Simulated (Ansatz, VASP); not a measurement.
**One calculation of MgO, two programs**

```
Mg O
1.0
     0.00000    2.04459    2.04459
     2.04459    0.00000    2.04459
     2.04459    2.04459    0.00000
Mg O
1 1
Direct
  0.00000 0.00000 0.00000
  0.50000 0.50000 0.50000
```

Alike in both runs: task single point; functional r2SCAN; k mesh 8 × 8 × 8; occupations gaussian, width 0.05 eV; no spin polarisation.

```csv
,VASP,Ansatz
version,VASP 6.6.1,Ansatz 0.2.0
potentials or method,"VASP PAW PBE potentials, release 64 (Mg_sv, O), cutoff 750 eV","scalar-relativistic, plane waves, PAW"
valence electrons in the cell,16,16
```

|  | VASP | Ansatz | Ansatz less VASP |
| --- | --- | --- | --- |
| gap on the k mesh at the Fermi level (eV) | 6.60 | 6.58 | -0.018 |
| least direct gap on the mesh (eV) | 6.60 | 6.58 | -0.018 |
| pressure (GPa) | 16.2 | 16.5 | +0.25 |

VASP's potentials were made for PBE, not for r2SCAN. With one functional, cell and mesh, what is left measures potentials, basis and numerics.
